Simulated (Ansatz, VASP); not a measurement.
# Two plane-wave programs on H

```
CELL_PARAMETERS angstrom
7.17722 0.00000 0.00000
0.00000 7.18693 0.00000
0.00000 0.00000 7.20815
ATOMIC_POSITIONS crystal
H 0.36553 0.72174 0.64726
H 0.86553 0.77826 0.35274
H 0.63447 0.22174 0.85274
H 0.13447 0.27826 0.14726
H 0.64452 0.14926 0.78027
H 0.14452 0.35074 0.21973
H 0.35548 0.64926 0.71973
H 0.85548 0.85074 0.28027
```

Alike in both runs: functional r2SCAN; k mesh 4 × 4 × 4; occupations gaussian, width 0.02 eV; no spin polarisation.

Ansatz relaxed the structure, and its values are those at the end. VASP's run is a single point on that final structure, the one shown.

|  | VASP | Ansatz |
| --- | --- | --- |
| version | VASP 6.6.1 | Ansatz 0.2.0 |
| potentials or method | VASP PAW PBE potentials, release 64 (H), cutoff 520 eV | scalar-relativistic, plane waves, PAW |
| valence electrons in the cell | 8 | 8 |

```csv
,VASP,Ansatz,Ansatz less VASP
gap on the k mesh at the Fermi level (eV),11.42,11.43,+0.008
least direct gap on the mesh (eV),11.43,11.43,+0.008
pressure (GPa),0.0,0.0,+0.05
rms of the force components (eV/Å),0.003,0.001,-0.0023
```

VASP's potentials were made for PBE, not for r2SCAN. The functional is the same, so the differences come from potentials, cutoffs and numerics.
